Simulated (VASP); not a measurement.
# VO2 (P4_2/mnm) in VASP: notebook, part 2 of 2

VASP 6.6.1. The steps go on from the part before.

## Step 3: Single point, r2SCAN, collinear spin, ferromagnetic start (volume scaled by 0.94, then relaxed in part)

Contents of POSCAR:

```
VO2
1.0
    4.4424757898      0.0000000000      0.0000000000
    0.0000000000      4.4424757898      0.0000000000
    0.0000000000      0.0000000000      2.7788893625
V O
2 4
Direct
    0.0000000000      0.0000000000      0.0000000000
    0.5000000000      0.5000000000      0.5000000000
    0.2978619765      0.2978619765      0.0000000000
    0.2021380235      0.7978619765      0.5000000000
    0.7021380235      0.7021380235      0.0000000000
    0.7978619765      0.2021380235      0.5000000000
```

Contents of INCAR.step1:

```
PREC = Accurate
ENCUT = 660
ISMEAR = 0
SIGMA = 0.1
LREAL = False
LASPH = True
NELM = 200
ISPIN = 2
MAGMOM = 0.98 0.98 0 0 0 0
LMAXMIX = 4
NBANDS = 38
GGA = PE
ALGO = Normal
EDIFF = 1E-5
LWAVE = True
LCHARG = False
GGA_COMPAT = False
KPAR = 4
```

Contents of INCAR.step2:

```
PREC = Accurate
ENCUT = 660
EDIFF = 1E-6
ISMEAR = 0
SIGMA = 0.1
LREAL = False
LASPH = True
NELM = 200
ALGO = Normal
ISIF = 2
LWAVE = False
LCHARG = False
ISPIN = 2
MAGMOM = 0.98 0.98 0 0 0 0
LORBIT = 11
LMAXMIX = 4
METAGGA = R2SCAN
LMIXTAU = True
NBANDS = 38
ISTART = 1
GGA_COMPAT = False
KPAR = 4
```

Contents of KPOINTS:

```
Automatic mesh
0
Gamma
  8 8 12
```

Potentials or basis: VASP PAW PBE potentials, release 64 (V_sv, O).

Started as:

```bash
> cat potpaw_PBE.64/V_sv/POTCAR potpaw_PBE.64/O/POTCAR > POTCAR
> cp INCAR.step1 INCAR
> mpirun -np 4 vasp_std > vasp.out
> cp INCAR.step2 INCAR
> mpirun -np 4 vasp_std > vasp.out
```

OUTCAR:

```text
PREC = Accurate
   ENCUT = 660
   EDIFF = 1E-6
   ISMEAR = 0
   LREAL = False
   LASPH = True
   NELM = 200
   ISIF = 2
   ISPIN = 2
   LORBIT = 11
   METAGGA = R2SCAN
   ISTART = 1

 ion  position               nearest neighbor table
   1  0.000  0.000  0.000-   3 1.87   5 1.87   4 1.88   6 1.88   4 1.88   6 1.88
   2  0.500  0.500  0.500-   4 1.87   6 1.87   5 1.88   3 1.88   3 1.88   5 1.88
   3  0.298  0.298  0.000-   1 1.87   2 1.88   2 1.88
   4  0.202  0.798  0.500-   2 1.87   1 1.88   1 1.88
   5  0.702  0.702  0.000-   1 1.87   2 1.88   2 1.88
   6  0.798  0.202  0.500-   2 1.87   1 1.88   1 1.88

  LATTYP: Found a simple tetragonal cell.
 ALAT       =     4.4424757898
 C/A-ratio  =     0.6255271821

  Lattice vectors:

 A1 = (   4.4424757898,   0.0000000000,   0.0000000000)
[... 2161 lines left out ...]
      0.00000      0.00000      0.00000        -0.000000      0.000000     -0.000000
      2.22124      2.22124      1.38944        -0.000000      0.000000     -0.000000
      1.32324      1.32324      0.00000        -0.025075     -0.025075      0.000000
      0.89799      3.54448      1.38944         0.025075     -0.025075      0.000000
      3.11923      3.11923      0.00000         0.025075      0.025075     -0.000000
      3.54448      0.89799      1.38944        -0.025075      0.025075     -0.000000
 -----------------------------------------------------------------------------------
    total drift:                                0.000000      0.000000     -0.000000

  FREE ENERGIE OF THE ION-ELECTRON SYSTEM (eV)
  ---------------------------------------------------
  free  energy   TOTEN  =       -67.7944283275 eV

  energy  without entropy=      -67.7809726055  energy(sigma->0) =      -67.78770047

 total charge

# of ion       s       p       d       tot
------------------------------------------
    1        2.303   6.391   2.961  11.654
    2        2.303   6.391   2.961  11.654
    3        1.579   3.552   0.000   5.131
    4        1.579   3.552   0.000   5.131
    5        1.579   3.552   0.000   5.131
    6        1.579   3.552   0.000   5.131
--------------------------------------------------
tot         10.921  26.990   5.921  43.832

 magnetization (x)

# of ion       s       p       d       tot
------------------------------------------
    1        0.015   0.014   1.056   1.086
    2        0.015   0.014   1.056   1.086
    3       -0.002  -0.065   0.000  -0.067
    4       -0.002  -0.065   0.000  -0.067
    5       -0.002  -0.065   0.000  -0.067
    6       -0.002  -0.065   0.000  -0.067
--------------------------------------------------
tot          0.022  -0.231   2.112   1.903
```

OUTCAR.step1:

```text
PREC = Accurate
   ENCUT = 660
   ISMEAR = 0
   LREAL = False
   LASPH = True
[... 2183 lines left out ...]
      1.32324      1.32324      0.00000        -0.080146     -0.080146     -0.000000
      0.89799      3.54448      1.38944         0.080146     -0.080146     -0.000000
      3.11923      3.11923      0.00000         0.080146      0.080146      0.000000
      3.54448      0.89799      1.38944        -0.080146      0.080146      0.000000
 -----------------------------------------------------------------------------------
    total drift:                                0.000000      0.000000     -0.000000

  FREE ENERGIE OF THE ION-ELECTRON SYSTEM (eV)
  ---------------------------------------------------
  free  energy   TOTEN  =       -51.6231947522 eV

  energy  without entropy=      -51.6095050784  energy(sigma->0) =      -51.61634992
```

Wall time 5.1 min (4 MPI ranks of Intel Xeon Platinum 8488C (Sapphire Rapids), shared host); peak memory 0.53 GiB.

What came out:

```
Free energy                                           : -67.7944 eV
Pressure                                              : 18.9 GPa
Largest force                                         : 0.035 eV/Å
Band gap on the k mesh                                : zero (filled and empty bands overlap)
Net moment                                            : 2.00 μB per cell
Site moments                                          : V +1.09; O -0.07 μB
Valence electrons inside the program's atomic spheres : V 11.65; O 5.13
```

Forces on the atoms (eV/Å):
```
V    0.000  0.000  0.000
V    0.000  0.000  0.000
O   -0.025 -0.025  0.000
O    0.025 -0.025  0.000
O    0.025  0.025  0.000
O   -0.025  0.025  0.000
```

Stress tensor (GPa, compression positive):
```
18.74  0.00  0.00
 0.00 18.74  0.00
 0.00  0.00 19.35
```

Levels at points of the mesh, in eV from the Fermi level:
Spin up:
| k point | band 22 | band 23 | band 24 | band 25 | band 26 | band 27 | band 28 | band 29 | band 30 | band 31 |
| --- | --- | --- | --- | --- | --- | --- | --- | --- | --- | --- |
| (0.00, 0.00, 0.00) | -2.19 | -2.19 | -1.59 | -1.17 | -0.80 | -0.45 | -0.45 | -0.27 | 2.29 | 2.42 |
| (0.50, 0.00, 0.00) | -3.67 | -2.44 | -2.44 | -0.35 | -0.35 | 0.33 | 0.33 | 1.20 | 1.20 | 4.27 |
| (0.50, 0.50, 0.00) | -3.13 | -3.06 | -3.06 | -1.10 | -1.10 | -0.42 | -0.42 | 1.68 | 1.68 | 4.13 |
| (0.00, 0.00, 0.50) | -4.63 | -3.45 | -3.45 | 0.63 | 0.63 | 0.72 | 0.72 | 1.12 | 1.12 | 3.68 |
| (0.50, 0.00, 0.50) | -4.25 | -2.87 | -2.87 | -0.91 | -0.91 | 0.71 | 0.71 | 1.53 | 1.53 | 2.92 |
| (0.50, 0.50, 0.50) | -3.41 | -2.44 | -2.44 | 0.25 | 0.25 | 0.41 | 0.41 | 0.71 | 0.71 | 4.30 |
Spin down:
```tsv
k point	band 21	band 22	band 23	band 24	band 25	band 26	band 27	band 28
(0.00, 0.00, 0.00)	-2.46	-2.33	-2.33	-1.72	0.55	0.58	1.17	1.47
(0.50, 0.00, 0.00)	-3.54	-3.54	-2.61	-2.61	1.23	1.23	2.18	2.18
(0.50, 0.50, 0.00)	-3.20	-3.20	-3.18	-3.18	0.48	0.48	1.50	1.50
(0.00, 0.00, 0.50)	-4.57	-4.57	-3.46	-3.46	1.92	1.92	2.37	2.37
(0.50, 0.00, 0.50)	-4.04	-4.04	-3.05	-3.05	0.73	0.73	2.35	2.35
(0.50, 0.50, 0.50)	-3.36	-3.36	-2.53	-2.53	1.52	1.52	2.05	2.05
```

Caveat: the cell differs from its parent crystal (volume scaled by 0.94, then relaxed in part); the PAW data sets were made with another functional, which shifts forces and pressure a little; semilocal functionals often make such compounds metallic where correlation or magnetic order opens a gap, which also shifts bond lengths.

## Step 4: Single point, r2SCAN, collinear spin, ferromagnetic start

This run uses another cell than the first one, of 9.72 Å³/atom, 0.943 times its volume.

Contents of POSCAR:

```
VO2
1.0
    4.5406265658      0.0000000000      0.0000000000
    0.0000000000      4.5406265658      0.0000000000
    0.0000000000      0.0000000000      2.8298405836
V O
2 4
Direct
    0.0000000000      0.0000000000      0.0000000000
    0.5000000000      0.5000000000      0.5000000000
    0.3003240502      0.3003240502      0.0000000000
    0.1996759498      0.8003240502      0.5000000000
    0.6996759498      0.6996759498      0.0000000000
    0.8003240502      0.1996759498      0.5000000000
```

Contents of INCAR.step1:

```
  PREC = Accurate
  ENCUT = 660
  ISMEAR = 0
  SIGMA = 0.1
  LREAL = False
  LASPH = True
  NELM = 200
  ISPIN = 2
  MAGMOM = 0.98 0.98 0 0 0 0
  LMAXMIX = 4
  NBANDS = 38
  GGA = PE
  ALGO = Normal
  EDIFF = 1E-5
  LWAVE = True
  LCHARG = False
  GGA_COMPAT = False
  KPAR = 4
```

Contents of INCAR.step2:

```
  PREC = Accurate
  ENCUT = 660
  EDIFF = 1E-6
  ISMEAR = 0
  SIGMA = 0.1
  LREAL = False
  LASPH = True
  NELM = 200
  ALGO = Normal
  ISIF = 2
  LWAVE = False
  LCHARG = True
  ISPIN = 2
  MAGMOM = 0.98 0.98 0 0 0 0
  LORBIT = 11
  LMAXMIX = 4
  METAGGA = R2SCAN
  LMIXTAU = True
  LVHAR = True
  NBANDS = 38
  ISTART = 1
  GGA_COMPAT = False
  KPAR = 4
```

KPOINTS is that of step 3.

Potentials or basis: VASP PAW PBE potentials, release 64 (V_sv, O).

Started as:

```bash
> cat potpaw_PBE.64/V_sv/POTCAR potpaw_PBE.64/O/POTCAR > POTCAR
> cp INCAR.step1 INCAR
> mpirun -np 4 vasp_std > vasp.out
> cp INCAR.step2 INCAR
> mpirun -np 4 vasp_std > vasp.out
```

OUTCAR:

```text
PREC = Accurate
   ENCUT = 660
   EDIFF = 1E-6
   ISMEAR = 0
   LREAL = False
   LASPH = True
   NELM = 200
   ISIF = 2
   ISPIN = 2
   LORBIT = 11
   METAGGA = R2SCAN
   ISTART = 1

 ion  position               nearest neighbor table
   1  0.000  0.000  0.000-   4 1.91   6 1.91   4 1.91   6 1.91   5 1.93   3 1.93
   2  0.500  0.500  0.500-   3 1.91   5 1.91   3 1.91   5 1.91   4 1.93   6 1.93
   3  0.300  0.300  0.000-   2 1.91   2 1.91   1 1.93
   4  0.200  0.800  0.500-   1 1.91   1 1.91   2 1.93
   5  0.700  0.700  0.000-   2 1.91   2 1.91   1 1.93
   6  0.800  0.200  0.500-   1 1.91   1 1.91   2 1.93

  LATTYP: Found a simple tetragonal cell.
 ALAT       =     4.5406265658
 C/A-ratio  =     0.6232268923

  Lattice vectors:

 A1 = (   4.5406265658,   0.0000000000,   0.0000000000)
 A2 = (   0.0000000000,   4.5406265658,   0.0000000000)
 A3 = (   0.0000000000,   0.0000000000,   2.8298405836)

Analysis of symmetry for initial positions (statically):
=====================================================================
 Subroutine PRICEL returns:
 Original cell was already a primitive cell.

 Routine SETGRP: Setting up the symmetry group for a
 simple tetragonal supercell.

 Subroutine GETGRP returns: Found 16 space group operations
 (whereof  8 operations were pure point group operations)
 out of a pool of 16 trial point group operations.

The static configuration has the point symmetry D_2h.
 The point group associated with its full space group is D_4h.

Analysis of symmetry for dynamics (positions and initial velocities):
=====================================================================
 Subroutine PRICEL returns:
 Original cell was already a primitive cell.

 Routine SETGRP: Setting up the symmetry group for a
 simple tetragonal supercell.

 Subroutine GETGRP returns: Found 16 space group operations
 (whereof  8 operations were pure point group operations)
 out of a pool of 16 trial point group operations.

The dynamic configuration has the point symmetry D_2h.
 The point group associated with its full space group is D_4h.

Analysis of structural, dynamic, and magnetic symmetry:
[... 182 lines left out ...]
      3     -35.3392      1.00000
      4     -35.3392      1.00000
      5     -35.2335      1.00000
      6     -35.2335      1.00000
[... 949 lines left out ...]
     36      16.5046      0.00000
     37      19.4601      0.00000

 [... further k-points ...]

 spin component 2

 k-point     1 :       0.0000    0.0000    0.0000
  band No.  band energies     occupation
      1     -61.1000      1.00000
      2     -61.0888      1.00000
      3     -33.8901      1.00000
      4     -33.8901      1.00000
      5     -33.7329      1.00000
      6     -33.7098      1.00000
[... 949 lines left out ...]
     36      16.6479      0.00000
     37      19.8153      0.00000

 [... further k-points ...]

 [bands above 37 left out]

------------------------ aborting loop because EDIFF is reached ----------------------------------------

  FORCE on cell =-STRESS in cart. coord.  units (eV):
  Direction    XX          YY          ZZ          XY          YZ          ZX
  --------------------------------------------------------------------------------------
  -------------------------------------------------------------------------------------
  Total        0.2220850      0.2220850      0.4429529      0.0000000      0.0000000      0.0000000
  in kB        6.0986851      6.0986851     12.1639489      0.0000000      0.0000000      0.0000000
  external PRESSURE =       8.1204397 kB  Pullay stress =       0.0000000 kB

 VOLUME and BASIS-vectors are now :
 -----------------------------------------------------------------------------
  energy-cutoff  :      660.00
  volume of cell :       58.34
      direct lattice vectors                 reciprocal lattice vectors
     4.540626566  0.000000000  0.000000000     0.220233923  0.000000000  0.000000000
     0.000000000  4.540626566  0.000000000     0.000000000  0.220233923  0.000000000
     0.000000000  0.000000000  2.829840584     0.000000000  0.000000000  0.353376796

 POSITION                                       TOTAL-FORCE (eV/Angst)
 -----------------------------------------------------------------------------------
      0.00000      0.00000      0.00000         0.000000     -0.000000      0.000000
      2.27031      2.27031      1.41492         0.000000     -0.000000      0.000000
      1.36366      1.36366      0.00000        -0.028769     -0.028769     -0.000000
      0.90665      3.63397      1.41492         0.028769     -0.028769     -0.000000
      3.17697      3.17697      0.00000         0.028769      0.028769      0.000000
      3.63397      0.90665      1.41492        -0.028769      0.028769      0.000000
 -----------------------------------------------------------------------------------
    total drift:                               -0.000000      0.000000     -0.000000

  FREE ENERGIE OF THE ION-ELECTRON SYSTEM (eV)
  ---------------------------------------------------
  free  energy   TOTEN  =       -68.0087441508 eV

  energy  without entropy=      -67.9949366092  energy(sigma->0) =      -68.00184038

 total charge

# of ion       s       p       d       tot
------------------------------------------
    1        2.280   6.343   2.872  11.495
    2        2.280   6.343   2.872  11.495
    3        1.574   3.516   0.000   5.091
    4        1.574   3.516   0.000   5.091
    5        1.574   3.516   0.000   5.091
    6        1.574   3.516   0.000   5.091
--------------------------------------------------
tot         10.857  26.752   5.744  43.353

 magnetization (x)

# of ion       s       p       d       tot
------------------------------------------
    1        0.015   0.013   1.088   1.116
    2        0.015   0.013   1.088   1.116
    3       -0.002  -0.080   0.000  -0.082
    4       -0.002  -0.080   0.000  -0.082
    5       -0.002  -0.080   0.000  -0.082
    6       -0.002  -0.080   0.000  -0.082
--------------------------------------------------
tot          0.020  -0.294   2.176   1.903
```

OSZICAR.step1:

```text
N       E                     dE             d eps       ncg     rms          rms(c)
DAV:   1     0.698031967576E+03    0.69803E+03   -0.30634E+04 15960   0.171E+03
DAV:   2    -0.130578313287E+02   -0.71109E+03   -0.66092E+03 16744   0.507E+02
DAV:   3    -0.678839762322E+02   -0.54826E+02   -0.53958E+02 18004   0.151E+02
DAV:   4    -0.686496125967E+02   -0.76564E+00   -0.76444E+00 17970   0.189E+01
DAV:   5    -0.686558481133E+02   -0.62355E-02   -0.62348E-02 17586   0.182E+00    0.495E+01
DAV:   6    -0.558139593508E+02    0.12842E+02   -0.56705E+01 18590   0.738E+01    0.236E+01
DAV:   7    -0.540959192389E+02    0.17180E+01   -0.32273E+01 16234   0.615E+01    0.232E+01
DAV:   8    -0.520946220515E+02    0.20013E+01   -0.28994E+00 17264   0.174E+01    0.640E+00
DAV:   9    -0.519502953986E+02    0.14433E+00   -0.46519E-01 19420   0.657E+00    0.148E+00
DAV:  10    -0.519505578120E+02   -0.26241E-03   -0.85866E-02 17430   0.225E+00    0.125E+00
DAV:  11    -0.519520894479E+02   -0.15316E-02   -0.65162E-03 18048   0.587E-01    0.633E-01
DAV:  12    -0.519493836412E+02    0.27058E-02   -0.77917E-03 18532   0.822E-01    0.196E-01
DAV:  13    -0.519492032175E+02    0.18042E-03   -0.64522E-04 17804   0.205E-01    0.809E-02
DAV:  14    -0.519491723909E+02    0.30827E-04   -0.14862E-04 17600   0.816E-02    0.278E-02
DAV:  15    -0.519491773272E+02   -0.49362E-05   -0.77434E-06  9746   0.236E-02
   1 F= -.51949177E+02 E0= -.51941472E+02  d E =-.154114E-01  mag=     1.9985
```

Run time: 6.3 min. Hardware: 4 MPI ranks of AMD EPYC 9R45 (Zen 5), shared host; peak memory 0.54 GiB.

What came out:

```
Free energy                                           : -68.0087 eV
Pressure                                              : 0.8 GPa
Largest force                                         : 0.041 eV/Å
Band gap on the k mesh                                : zero (filled and empty bands overlap)
Net moment                                            : 2.00 μB per cell
Site moments                                          : V +1.12; O -0.08 μB
Valence electrons inside the program's atomic spheres : V 11.49; O 5.09
```

Forces in eV/Å, atoms in the order of the input:
```
V    0.000  0.000  0.000
V    0.000  0.000  0.000
O   -0.029 -0.029  0.000
O    0.029 -0.029  0.000
O    0.029  0.029  0.000
O   -0.029  0.029  0.000
```

Stress tensor (GPa, compression positive):
```
0.61 0.00 0.00
0.00 0.61 0.00
0.00 0.00 1.22
```

Caveat: the PAW data sets were made with another functional, which shifts forces and pressure a little; semilocal functionals often make such compounds metallic where correlation or magnetic order opens a gap, which also shifts bond lengths.

## Step 5: The runs side by side

| cell | gap on the mesh (eV) | pressure (GPa) | moment (μB) | largest force (eV/Å) |
| --- | --- | --- | --- | --- |
| a = 4.641, b = 4.641, c = 2.872 Å, 6 atoms | none | -11.0 | 2.00 | 0.06 |
| a = 4.442, b = 4.442, c = 2.779 Å, 6 atoms | none | 18.9 | 2.00 | 0.04 |
| a = 4.541, b = 4.541, c = 2.830 Å, 6 atoms | none | 0.8 | 2.00 | 0.04 |

Alike in all rows: task single point; level r2SCAN; potentials or basis VASP PAW PBE potentials, release 64 (V_sv, O); spin collinear, ferromagnetic start; k mesh 8 × 8 × 12; cutoff (eV) 660; smearing gaussian 0.1 eV.

Caveats: the PAW data sets were made with another functional, which shifts forces and pressure a little; semilocal functionals often make such compounds metallic where correlation or magnetic order opens a gap, which also shifts bond lengths.

Total energies depend on the potentials used, so only differences within one code and one set of settings carry meaning.
